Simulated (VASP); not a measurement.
Set up this calculation in VASP 6.6.1, as the native input.

```yaml
Task: single point
Functional: r2SCAN
Potentials_or_basis: VASP PAW PBE potentials, release 64 (Cu, I)
Cutoff: 520 eV
k_mesh: 6 × 6 × 6
Occupations: gaussian, width 0.01 eV
Spin: no spin polarisation
Dipole_correction: no
Further_INCAR_settings: ALGO = Normal; EDIFF = 1e-06; NBANDS = 16
```

Crystal: CuI.

```
CELL_PARAMETERS angstrom
2.95146 2.95146 0.00000
-2.95146 2.95146 0.00000
0.00000 2.95146 3.04784
ATOMIC_POSITIONS crystal
Cu 0.75000 0.25000 0.50000
I 0.00000 0.00000 0.00000
```

This cell differs from its parent crystal: in-plane strain -0.02.

The input as run:

POSCAR

```
CuI
1.0
    2.9514632234      2.9514632234      0.0000000000
   -2.9514632234      2.9514632234      0.0000000000
    0.0000000000      2.9514632234      3.0478375328
Cu I
1 1
Direct
    0.7500000000      0.2500000000      0.5000000000
    0.0000000000      0.0000000000      0.0000000000
```

INCAR.step1

```
SYSTEM = CuI
PREC = Accurate
ENCUT = 520
ISMEAR = 0
SIGMA = 0.01
LREAL = .FALSE.
LASPH = .TRUE.
NELM = 100
NBANDS = 16
GGA = PE
ALGO = Normal
EDIFF = 1E-4
LWAVE = .TRUE.
LCHARG = .FALSE.
```

INCAR.step2

```
SYSTEM = CuI
PREC = Accurate
ENCUT = 520
EDIFF = 1E-6
ISMEAR = 0
SIGMA = 0.01
LREAL = .FALSE.
LASPH = .TRUE.
NELM = 100
ALGO = Normal
ISIF = 2
LWAVE = .FALSE.
LCHARG = .FALSE.
METAGGA = R2SCAN
LMIXTAU = .TRUE.
NBANDS = 16
ISTART = 1
```

KPOINTS

```
Automatic mesh
0
G
  6 6 6
  0 0 0
```

Potentials or basis: VASP PAW PBE potentials, release 64 (Cu, I).

The run is started by

```console
$ cat potpaw_PBE.64/Cu/POTCAR potpaw_PBE.64/I/POTCAR > POTCAR
$ cp INCAR.step1 INCAR
$ mpirun -np 1 vasp_std > vasp.out
$ cp INCAR.step2 INCAR
$ mpirun -np 1 vasp_std > vasp.out
```

It gave:

```json
{
 "Pressure": "1.3 GPa",
 "Band gap on the k mesh": "1.74 eV"
}
```

Caveat: the cell differs from its parent crystal (in-plane strain -0.02); the PAW data sets were made with another functional, which shifts forces and pressure a little; spin-orbit coupling is left out, which moves the levels of the heavy elements.

Run time: 76 s on 1 thread of AMD EPYC 9R45 96-Core Processor (Zen 5), on a shared host, peak memory 0.17 GiB.
